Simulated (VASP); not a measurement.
# Ga (I4/mmm) in VASP: notebook, part 2 of 2

VASP 6.6.1. Earlier steps stand in the parts before.

### Step 3. Electric field gradients, PBEsol (volume scaled by 0.96)

Input file INCAR:

```
SYSTEM = Ga
PREC = Accurate
ENCUT = 520
EDIFF = 1E-8
ISMEAR = -1
SIGMA = 0.03
LREAL = .False.
LASPH = .True.
NELM = 100
ALGO = Normal
ISIF = 2
LWAVE = .False.
LCHARG = .False.
GGA = PS
LEFG = .True.
NBANDS = 12
```

Input file KPOINTS:

```
Automatic mesh
0
Gamma
  16 16 16
  0 0 0
```

Input file POSCAR:

```
Ga
1.0
   -1.3850247009      1.3850247009      2.1988746855
    1.3850247009     -1.3850247009      2.1988746855
    1.3850247009      1.3850247009     -2.1988746855
Ga
1
Direct
    0.0000000000      0.0000000000      0.0000000000
```

Potentials or basis: VASP PAW PBE potentials, release 64 (Ga_d).

On the command line:

```sh
> cat potpaw_PBE.64/Ga_d/POTCAR > POTCAR
> mpirun -np 1 vasp_std > vasp.out
```

OUTCAR:

```text
SYSTEM = Ga
   PREC = Accurate
   ENCUT = 520
   EDIFF = 1E-8
   ISMEAR = -1
   LREAL = .False.
   LASPH = .True.
   NELM = 100
   ISIF = 2
   GGA = PS

 ion  position               nearest neighbor table
   1  0.000  0.000  0.000-

  LATTYP: Found a body centered tetragonal cell.
 ALAT       =     2.7700494018
 C/A-ratio  =     1.5876068377

  Lattice vectors:

 A1 = (  -1.3850247009,   1.3850247009,   2.1988746855)
 A2 = (   1.3850247009,  -1.3850247009,   2.1988746855)
 A3 = (   1.3850247009,   1.3850247009,  -2.1988746855)

Analysis of symmetry for initial positions (statically):
=====================================================================
 Subroutine PRICEL returns:
 Original cell was already a primitive cell.

 Routine SETGRP: Setting up the symmetry group for a
 body centered tetragonal supercell.

 Subroutine GETGRP returns: Found 16 space group operations
 (whereof 16 operations were pure point group operations)
 out of a pool of 16 trial point group operations.

The static configuration has the point symmetry D_4h.

Analysis of symmetry for dynamics (positions and initial velocities):
=====================================================================
 Subroutine PRICEL returns:
 Original cell was already a primitive cell.

 Routine SETGRP: Setting up the symmetry group for a
 body centered tetragonal supercell.

 Subroutine GETGRP returns: Found 16 space group operations
 (whereof 16 operations were pure point group operations)
 out of a pool of 16 trial point group operations.

The dynamic configuration has the point symmetry D_4h.

 Subroutine INISYM returns: Found 16 space group operations
 (whereof 16 operations are pure point group operations),
[... 162 lines left out ...]
     12      23.9894      0.00000
[... 331 lines left out ...]
 k-point    24 :      -0.0625    0.0625    0.0000
  band No.  band energies     occupation
      1      -8.5449      2.00000
      2      -8.4250      2.00000
      3      -8.4080      2.00000
      4      -8.3824      2.00000
      5      -8.2420      2.00000
      6      -5.3013      2.00000
      7      18.7576      0.00000
      8      19.0759      0.00000
      9      19.4533      0.00000
     10      21.4362      0.00000
     11      24.8419      0.00000
     12      24.8612      0.00000

 [... further k-points ...]

------------------------ aborting loop because EDIFF is reached ----------------------------------------

  FORCE on cell =-STRESS in cart. coord.  units (eV):
  Direction    XX          YY          ZZ          XY          YZ          ZX
  --------------------------------------------------------------------------------------
  -------------------------------------------------------------------------------------
  Total        0.4108039      0.4108039      0.2897396      0.0000000      0.0000000      0.0000000
  in kB       39.0094372     39.0094372     27.5133111      0.0000000      0.0000000      0.0000000
  external PRESSURE =      35.1773951 kB  Pullay stress =       0.0000000 kB

 VOLUME and BASIS-vectors are now :
 -----------------------------------------------------------------------------
  energy-cutoff  :      520.00
  volume of cell :       16.87
      direct lattice vectors                 reciprocal lattice vectors
    -1.385024701  1.385024701  2.198874685     0.000000000  0.361004392  0.227389038
     1.385024701 -1.385024701  2.198874685     0.361004392  0.000000000  0.227389038
     1.385024701  1.385024701 -2.198874685     0.361004392  0.361004392  0.000000000

 POSITION                                       TOTAL-FORCE (eV/Angst)
 -----------------------------------------------------------------------------------
      0.00000      0.00000      0.00000         0.000000      0.000000      0.000000
 -----------------------------------------------------------------------------------
    total drift:                                0.000000      0.000000      0.000000

  FREE ENERGIE OF THE ION-ELECTRON SYSTEM (eV)
  ---------------------------------------------------
  free  energy   TOTEN  =        -3.3290728275 eV

  energy  without entropy=       -3.3282566586  energy(sigma->0) =       -3.32866474

 Electric field gradients (V/A^2)
---------------------------------------------------------------------
 ion       V_xx      V_yy      V_zz      V_xy      V_xz      V_yz
---------------------------------------------------------------------
   1     -11.411   -11.411    22.823    -0.000    -0.001    -0.001
---------------------------------------------------------------------

 Electric field gradients after diagonalization (V/A^2)
 (convention: |V_zz| > |V_xx| > |V_yy|)
----------------------------------------------------------------------
 ion       V_xx      V_yy      V_zz     asymmetry (V_yy - V_xx)/ V_zz
----------------------------------------------------------------------
   1     -11.411   -11.411    22.823       0.000
----------------------------------------------------------------------

           NMR quadrupolar parameters

 Cq : quadrupolar parameter    Cq=e*Q*V_zz/h
 eta: asymmetry parameters     (V_yy - V_xx)/ V_zz
 Q  : nuclear electric quadrupole moment in mb (millibarn)
----------------------------------------------------------------------
 ion       Cq(MHz)       eta       Q (mb)
----------------------------------------------------------------------
   1       0.055       0.000       1.000
----------------------------------------------------------------------
```

stdout:

```text
POSCAR found type information on POSCAR Ga
 POSCAR found :  1 types and       1 ions
 scaLAPACK will be used
 -----------------------------------------------------------------------------
|                                                                             |
|                                                                             |
|     You enforced a specific xc type in the INCAR file but a different       |
|     I HOPE YOU KNOW WHAT YOU ARE DOING!                                     |
|                                                                             |
 -----------------------------------------------------------------------------

 LDA part: xc-table for (Slater+PW92), standard interpolation
 POSCAR, INCAR and KPOINTS ok, starting setup
 FFT: planning ... GRIDC
 FFT: planning ... GRID_SOFT
 FFT: planning ... GRID
 WAVECAR not read
 entering main loop
ion   1
```

It took 1.8 min on 1 thread of AMD EPYC 7R13, shared host; peak memory 0.16 GiB.

What came out:

```yaml
Free_energy: -3.3291 eV
Pressure: 3.5 GPa
```

Levels at points of the mesh, in eV from the Fermi level:
```
           k point  band 4  band 5  band 6  band 7  band 8  band 9
(0.00, 0.00, 0.00)  -14.87  -14.71  -11.94   13.50   13.50   13.58
(0.50, 0.00, 0.00)  -14.67  -14.63   -4.99   -4.50    9.05   12.36
(0.50, 0.50, 0.00)  -14.67  -14.55   -2.39   -1.21    4.26    5.17
(0.50, 0.50, 0.50)  -14.63  -14.63   -3.87   -3.81    6.74    6.74
```

Electric field gradients, principal values (V/Å²):
| atom | least | middle | greatest (by size) |
| --- | --- | --- | --- |
| 1 Ga | -11.411 | -11.411 | 22.823 |

Caveat: without QUAD_EFG the Cq values of the log hold for a quadrupole moment of 1 mb, not for the nuclei; the PAW data sets were made with another functional, which shifts forces and pressure a little.
